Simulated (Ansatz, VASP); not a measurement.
## AlN in VASP and in Ansatz

```
Al N
1.0
     3.13024    0.00000    0.05869
    -1.56512    2.71087   -0.02935
     0.09409    0.00000    5.01798
Al N
2 2
Direct
  0.33333 0.66667 0.00173
  0.66667 0.33333 0.50173
  0.33333 0.66667 0.38327
  0.66667 0.33333 0.88327
```

Change from the starting cell: strain +0.0375 x Voigt [0, 0, 0, 0, 1, 0], atoms carried along.

Alike in both runs: task single point; functional PBE; k mesh 12 × 12 × 6; occupations gaussian, width 0.05 eV; no spin polarisation.

|  | VASP | Ansatz |
| --- | --- | --- |
| version | VASP 6.6.1 | Ansatz 0.2.0 |
| potentials or method | VASP PAW PBE potentials, release 64 (Al, N), cutoff 520 eV | scalar-relativistic, plane waves, PAW |
| valence electrons in the cell | 16 | 16 |

|  | VASP | Ansatz | Ansatz less VASP |
| --- | --- | --- | --- |
| gap on the k mesh at the Fermi level (eV) | 3.99 | 3.98 | -0.009 |
| least direct gap on the mesh (eV) | 3.99 | 3.98 | -0.009 |
| pressure (GPa) | -0.2 | 0.1 | +0.26 |
| traceless stress, the component that is largest in VASP (GPa) | -4.67 | -4.64 | +0.029 |
| rms of the force components (eV/Å) | 0.106 | 0.106 | -0.0005 |

Atom by atom the forces differ by 0.001 eV/Å (rms over components).
